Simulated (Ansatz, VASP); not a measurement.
**BP: VASP beside Ansatz**

The input INCAR:

```
SYSTEM = BP
PREC = Accurate ; ENCUT = 520
EDIFF = 1E-7 ; ISMEAR = -1
SIGMA = 0.08 ; LREAL = .FALSE.
LASPH = .TRUE. ; NELM = 60
ALGO = Normal ; ISIF = 2
LWAVE = .FALSE. ; LCHARG = .FALSE.
NBANDS = 11
```

Contents of KPOINTS:

```
Automatic mesh
0
G
  12 12 12
  0 0 0
```

File POSCAR:

```
BP
1.0
    0.0000000000      2.2614113146      2.2614113146
    2.2614113146      0.0000000000      2.2614113146
    2.2614113146      2.2614113146      0.0000000000
B P
1 1
Direct
    0.0000000000      0.0000000000      0.0000000000
    0.7500000000      0.7500000000      0.7500000000
```

Input for Ansatz:

```yaml
crystal:
  lattice:
    - [0.0, 2.2614113146, 2.2614113146]
    - [2.2614113146, 0.0, 2.2614113146]
    - [2.2614113146, 2.2614113146, 0.0]
  atoms:
    - { symbol: B, position: [0.0, 0.0, 0.0] }
    - { symbol: P, position: [0.75, 0.75, 0.75] }
kpoints:
  mp_grid: { grid: [12, 12, 12] }
  band_path:
    path:
      - [0.0, 0.0, 0.0]
      - [-0.5, -0.5, 0.0]
      - [-0.375, -0.375, 0.25]
      - [-0.375, 0.0, 0.375]
      - [0.0, 0.0, 0.0]
      - [0.0, 0.0, 0.5]
      - [-0.5, -0.25, 0.25]
      - [-0.5, -0.5, 0.0]
    npoints: 5
scf:
  occupations: { method: fermi_dirac, width: 0.08 }
hamiltonian:
  xc: lda
  pseudopotentials: { kind: all_electron, lapw: { basis_error: 0.0005 } }
output:
  forces: true
  stress: true
  eigenvalues: true
```

Change from the starting cell: volume scaled by 0.99.

Alike in both runs: task single point; functional LDA; k mesh 12 × 12 × 12; occupations fermi-dirac, width 0.08 eV; no spin polarisation.

|  | VASP | Ansatz |
| --- | --- | --- |
| version | VASP 6.6.1 | Ansatz 0.2.0 |
| potentials or method | VASP PAW LDA potentials, release 64 (B, P), cutoff 520 eV | all-electron LAPW, scalar-relativistic |

|  | VASP | Ansatz | Ansatz less VASP |
| --- | --- | --- | --- |
| pressure (GPa) | -3.7 | -3.7 | +0.08 |

LDA's correlation is that of Perdew and Zunger in VASP and of Perdew and Wang (1992) in Ansatz. Ansatz ran all-electron here, and VASP with PAW potentials.
